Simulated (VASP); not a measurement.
# As (P6_3/mmc) in VASP: a series of runs

Runs on As. Level: PBEsol. Tasks: single point.

Everything below comes from runs of VASP 6.6.1. Logs are shortened: lines on timing, memory, paths and dates and some standing lists are left out, and cuts for length are marked.

**1. The cell of the first run**

It takes space group P6_3/mmc (No. 194, hexagonal). The conventional cell has a = 4.548 Å, b = 4.548 Å, c = 5.641 Å, α = 90.00°, β = 90.00°, γ = 120.00°. As (site symmetry 3m) has 5 As at 2.47 to 3.18 Å within 3.3 Å.

**2. Single point, PBEsol**

File INCAR:

```
ALGO = Normal
EDIFF = 1E-7
ENCUT = 520
GGA = PS
ISIF = 2
ISMEAR = 0
LASPH = True
LCHARG = False
LREAL = False
LWAVE = False
NBANDS = 18
NELM = 80
PREC = Accurate
SIGMA = 0.1
```

File KPOINTS:

```
k-points
0
Gamma
  12 12 8
```

File POSCAR:

```
As
1.0
    4.5481384991      0.0000000000      0.0000000000
   -2.2740692495      3.9388034801      0.0000000000
    0.0000000000      0.0000000000      5.6412856907
As
4
Direct
    0.3333333333      0.6666666667      0.4684924298
    0.6666666667      0.3333333333      0.9684924298
    0.6666666667      0.3333333333      0.5315075702
    0.3333333333      0.6666666667      0.0315075702
```

Potentials or basis: VASP PAW PBE potentials, release 64 (As).

On the command line:

```
> cat potpaw_PBE.64/As/POTCAR > POTCAR
> mpirun -np 1 vasp_std > vasp.out
```

OUTCAR:

```text
EDIFF = 1E-7
   ENCUT = 520
   GGA = PS
   ISIF = 2
   ISMEAR = 0
   LASPH = True
   LREAL = False
   NELM = 80
   PREC = Accurate

 ion  position               nearest neighbor table
   1  0.333  0.667  0.468-   4 2.47   3 2.65   3 2.65   3 2.65
   2  0.667  0.333  0.968-   3 2.47   4 2.65   4 2.65   4 2.65
   3  0.667  0.333  0.532-   2 2.47   1 2.65   1 2.65   1 2.65
   4  0.333  0.667  0.032-   1 2.47   2 2.65   2 2.65   2 2.65

  LATTYP: Found a hexagonal cell.
 ALAT       =     4.5481384991
 C/A-ratio  =     1.2403504625

  Lattice vectors:

 A1 = (   4.5481384991,   0.0000000000,   0.0000000000)
 A2 = (  -2.2740692495,   3.9388034801,   0.0000000000)
 A3 = (   0.0000000000,   0.0000000000,   5.6412856907)

Analysis of symmetry for initial positions (statically):
=====================================================================
 Subroutine PRICEL returns:
 Original cell was already a primitive cell.

 Routine SETGRP: Setting up the symmetry group for a
 hexagonal supercell.

 Subroutine GETGRP returns: Found 24 space group operations
 (whereof 12 operations were pure point group operations)
 out of a pool of 24 trial point group operations.

The static configuration has the point symmetry D_3d.
 The point group associated with its full space group is D_6h.

Analysis of symmetry for dynamics (positions and initial velocities):
=====================================================================
 Subroutine PRICEL returns:
 Original cell was already a primitive cell.

 Routine SETGRP: Setting up the symmetry group for a
 hexagonal supercell.

 Subroutine GETGRP returns: Found 24 space group operations
 (whereof 12 operations were pure point group operations)
 out of a pool of 24 trial point group operations.

The dynamic configuration has the point symmetry D_3d.
 The point group associated with its full space group is D_6h.

 Subroutine INISYM returns: Found 24 space group operations
 (whereof 12 operations are pure point group operations),
 and found     1 'primitive' translations

----------------------------------------------------------------------------------------

                                     Primitive cell

  volume of cell :     101.0593

  direct lattice vectors                    reciprocal lattice vectors
     4.548138499  0.000000000  0.000000000     0.219870173  0.126942104  0.000000000
    -2.274069250  3.938803480  0.000000000     0.000000000  0.253884207  0.000000000
     0.000000000  0.000000000  5.641285691     0.000000000  0.000000000  0.177264555

  length of vectors
     4.548138499  4.548138499  5.641285691     0.253884207  0.253884207  0.177264555

  position of ions in fractional coordinates (direct lattice)
     0.333333333  0.666666667  0.468492430
     0.666666667  0.333333333  0.968492430
     0.666666667  0.333333333  0.531507570
     0.333333333  0.666666667  0.031507570

  ion indices of the primitive-cell ions
   primitive index   ion index
                 1           1
                 2           2
                 3           3
                 4           4

----------------------------------------------------------------------------------------

 KPOINTS: k-points

Automatic generation of k-mesh.
 Grid dimensions read from file:
 generate k-points for:   12   12    8

 Generating k-lattice:

  Cartesian coordinates                     Fractional coordinates (reciprocal lattice)
     0.018322514  0.010578509  0.000000000     0.083333333  0.000000000  0.000000000
     0.000000000  0.021157017  0.000000000     0.000000000  0.083333333  0.000000000
     0.000000000  0.000000000  0.022158069     0.000000000  0.000000000  0.125000000

  Length of vectors
     0.021157017  0.021157017  0.022158069

  Shift w.r.t. Gamma in fractional coordinates (k-lattice)
     0.000000000  0.000000000  0.000000000

 Subroutine IBZKPT returns following result:
 ===========================================

 Found     95 irreducible k-points:

 Following reciprocal coordinates:
            Coordinates               Weight
  0.000000  0.000000  0.000000      1.000000
  0.083333 -0.000000  0.000000      6.000000
  0.166667 -0.000000  0.000000      6.000000
  0.250000 -0.000000  0.000000      6.000000
  0.333333  0.000000  0.000000      6.000000
  0.416667 -0.000000  0.000000      6.000000
[... 16 lines left out ...]
  0.250000 -0.000000  0.125000     12.000000
  0.333333  0.000000  0.125000     12.000000
 [... further k-points ...]
   k-points           NKPTS =     95   k-points in BZ     NKDIM =     95   number of bands    NBANDS=     18
   number of dos      NEDOS =    301   number of ions     NIONS =      4
   total plane-waves  NPLWV =  54432
   dimension x,y,z NGX =    36 NGY =   36 NGZ =   42
   dimension x,y,z NGXF=    72 NGYF=   72 NGZF=   84
   ions per type =               4
   NGX,Y,Z   is equivalent  to a cutoff of  13.16, 13.16, 12.38 a.u.
   NGXF,Y,Z  is equivalent  to a cutoff of  26.32, 26.32, 24.75 a.u.
 SYSTEM =  unknown system
   PREC   = accura    normal or accurate (medium, high low for compatibility)
   ISTART =      0    job   : 0-new  1-cont  2-samecut
   ICHARG =      2    charge: 1-file 2-atom 10-const
   ISPIN  =      1    spin polarized calculation?
   LNONCOLLINEAR =      F non collinear calculations
   LSORBIT =      F    spin-orbit coupling
   LASPH  =      T    aspherical Exc in radial PAW
   ENCUT  =  520.0 eV  38.22 Ry    6.18 a.u.   8.46  8.46 10.49*2*pi/ulx,y,z
   NELM   =     80;   NELMIN=  2; NELMDL= -5     # of ELM steps
   EDIFF  = 0.1E-06   stopping-criterion for ELM
   LREAL  =      F    real-space projection
   EDIFFG = 0.1E-05   stopping-criterion for IOM
   NSW    =      0    number of steps for IOM
   IBRION =     -1    ionic relax: 0-MD 1-quasi-New 2-CG
   NFREE  =      0    steps in history (QN), initial steepest desc. (CG)
   ISIF   =      2    stress and relaxation
   ISYM   =      2    0-nonsym 1-usesym 2-fastsym
   POTIM  = 0.5000    time-step for ionic-motion
   TEBEG  =    0.0;   TEEND  =   0.0 temperature during run
   PSTRESS=    0.0 pullay stress
   NELECT =      20.0000    total number of electrons
   NUPDOWN=      -1.0000    fix difference up-down
   EMIN   =  10.00;   EMAX   =-10.00  energy-range for DOS
   EFERMI =   0.00;   METHOD = LEGACY
   ISMEAR =     0;   SIGMA  =   0.10  broadening in eV -4-tet -1-fermi 0-gaus
   EFERMI_NEDOS =   21; number of points for ismear=-14 and -15
   IALGO  =     38    algorithm
   IMIX   =      4    mixing-type and parameters
     AMIX     =   0.40;   BMIX     =  1.00
     AMIX_MAG =   1.60;   BMIX_MAG =  1.00
  volume/ion in A,a.u.               =      25.26       170.50
  Fermi-wavevector in a.u.,A,eV,Ry     =   0.954024  1.802845 12.383512  0.910162
  Thomas-Fermi vector in A             =   2.082733
   LORBIT       =      0    0 simple, 1 ext, 2 COOP (PROOUT), +10 PAW based schemes
   GGA     = PS    functional components
   LHFCALC =     F    Hartree Fock is set to
   AEXX    =    0.0000 exact exchange contribution
   IVDW    =     0    specifies the selected vdW correction
   LEPSILON=     F    determine dielectric tensor
   LRPA    =     F    only Hartree local field effects (RPA)
 non-spin polarized calculation
 Gauss-broadening in eV      SIGMA  =   0.10
  energy-cutoff  :      520.00
  volume of cell :      101.06
 maximum number of plane-waves:      2763
 NGX is ok and might be reduce to    36
   NGX = 17   NGY = 17   NGZ = 21

 number of electron      19.9999997 magnetization

 Free energy of the ion-electron system (eV)
  ---------------------------------------------------
  ext. energy  EPLUGINS =         0.00000000
  ---------------------------------------------------
  free energy    TOTEN  =       -19.62637358 eV

  energy without entropy =      -19.62088256  energy(sigma->0) =      -19.62362807

 E-fermi :   4.0037     XC(G=0):  -9.2224

 val. band max:        3.9922200247   @ k =   0.3333   0.3333   0.3750
 cond. band min:       4.0105464217   @ k =   0.1667   0.1667   0.1250
 fundamental gap:      0.0183263970
 Fermi energy:         4.0036955979

 k-point     1 :       0.0000    0.0000    0.0000
  band No.  band energies     occupation
      1     -10.6355      2.00000
      2      -7.6830      2.00000
      3      -5.9877      2.00000
      4      -1.7534      2.00000
      5      -1.5881      2.00000
      6      -0.4703      2.00000
[... 10 lines left out ...]
     17       9.2931      0.00000
     18       9.2931      0.00000

 k-point     2 :       0.0833   -0.0000    0.0000
  band No.  band energies     occupation
      1     -10.5872      2.00000
      2      -7.6324      2.00000
      3      -6.0994      2.00000
      4      -2.0157      2.00000
      5      -1.7660      2.00000
      6      -0.5501      2.00000
[... 10 lines left out ...]
     17       9.1887      0.00000
     18       9.4098      0.00000

 k-point     3 :       0.1667   -0.0000    0.0000
  band No.  band energies     occupation
      1     -10.4445      2.00000
      2      -7.4825      2.00000
      3      -6.4157      2.00000
      4      -2.6273      2.00000
      5      -1.9804      2.00000
      6      -0.7453      2.00000
[... 10 lines left out ...]
     17       8.9798      0.00000
     18       9.7967      0.00000

 k-point     4 :       0.2500   -0.0000    0.0000
  band No.  band energies     occupation
      1     -10.2148      2.00000
      2      -7.2402      2.00000
      3      -6.8783      2.00000
      4      -3.3512      2.00000
      5      -2.0390      2.00000
      6      -0.9728      2.00000
[... 375 lines left out ...]
      4      -2.8774      2.00000
      5      -1.7407      2.00000
      6      -0.6856      2.00000
[... 10 lines left out ...]
     17       9.2259      0.00000
     18       9.9829      0.00000

 k-point    23 :       0.2500   -0.0000    0.1250
  band No.  band energies     occupation
      1     -10.1524      2.00000
      2      -7.6201      2.00000
      3      -6.5766      2.00000
      4      -3.5811      2.00000
      5      -1.7769      2.00000
      6      -0.9126      2.00000
[... 10 lines left out ...]
     17       9.0688      0.00000
     18      10.1163      0.00000

 k-point    24 :       0.3333    0.0000    0.1250
  band No.  band energies     occupation
      1      -9.8561      2.00000
      2      -7.5905      2.00000
      3      -6.8303      2.00000
      4      -4.2702      2.00000
      5      -1.6762      2.00000
      6      -1.1086      2.00000
[... 10 lines left out ...]
     17       9.0922      0.00000
     18       9.7048      0.00000

 [... further k-points ...]

------------------------ aborting loop because EDIFF is reached ----------------------------------------

  FORCE on cell =-STRESS in cart. coord.  units (eV):
  Direction    XX          YY          ZZ          XY          YZ          ZX
  --------------------------------------------------------------------------------------
  -------------------------------------------------------------------------------------
  Total        0.1405836      0.1405836      0.2431112      0.0000000     -0.0000000     -0.0000000
  in kB        2.2287903      2.2287903      3.8542457      0.0000000     -0.0000000     -0.0000000
  external PRESSURE =       2.7706087 kB  Pullay stress =       0.0000000 kB

 VOLUME and BASIS-vectors are now :
 -----------------------------------------------------------------------------
  energy-cutoff  :      520.00
  volume of cell :      101.06
      direct lattice vectors                 reciprocal lattice vectors
     4.548138499  0.000000000  0.000000000     0.219870173  0.126942104  0.000000000
    -2.274069250  3.938803480  0.000000000     0.000000000  0.253884207  0.000000000
     0.000000000  0.000000000  5.641285691     0.000000000  0.000000000  0.177264555

 POSITION                                       TOTAL-FORCE (eV/Angst)
 -----------------------------------------------------------------------------------
     -0.00000      2.62587      2.64290         0.000000     -0.000000      0.040960
      2.27407      1.31293      5.46354        -0.000000      0.000000      0.040960
      2.27407      1.31293      2.99839        -0.000000      0.000000     -0.040960
     -0.00000      2.62587      0.17774         0.000000     -0.000000     -0.040960
 -----------------------------------------------------------------------------------
    total drift:                                0.000000     -0.000000      0.000000

  FREE ENERGIE OF THE ION-ELECTRON SYSTEM (eV)
  ---------------------------------------------------
  free  energy   TOTEN  =       -19.6263735787 eV

  energy  without entropy=      -19.6208825636  energy(sigma->0) =      -19.62362807
```

Run time: 1.7 min. Hardware: 1 thread of Intel Xeon Platinum 8259CL at 2.50GHz (Skylake/Cascade Lake), shared host; peak memory 0.3 GiB.

Results:

```
Free energy            : -19.6264 eV
Pressure               : 0.3 GPa
Largest force          : 0.041 eV/Å
Band gap on the k mesh : zero (band 10 reaches 4.38 eV, above the bottom of band 11 at 3.61 eV)
```

Forces on the atoms (eV/Å):
```
As   0.000  0.000  0.041
As   0.000  0.000  0.041
As   0.000  0.000 -0.041
As   0.000  0.000 -0.041
```

Stress tensor (GPa, compression positive):
```
0.22 0.00 0.00
0.00 0.22 0.00
0.00 0.00 0.39
```

Levels at points of the mesh, in eV from the Fermi level:
```
           k point  band 6  band 7  band 8  band 9  band 10  band 11  band 12  band 13  band 14  band 15
(0.00, 0.00, 0.00)   -4.47   -4.47   -2.45   -2.20    -2.20    -0.39    -0.39     2.37     2.37     3.58
(0.50, 0.00, 0.00)   -5.35   -4.38   -3.00   -2.99    -0.62     1.94     2.05     4.40     4.42     4.63
(0.00, 0.00, 0.50)   -3.59   -3.59   -3.59   -2.52    -2.52     0.78     0.78     0.78     0.78     2.42
(0.50, 0.00, 0.50)   -4.43   -2.99   -2.99   -1.56    -1.56     0.60     0.60     3.25     3.25     3.85
```

Caveat: the PAW data sets were made with another functional, which shifts forces and pressure a little.

(Continued in part 2 of 2.)
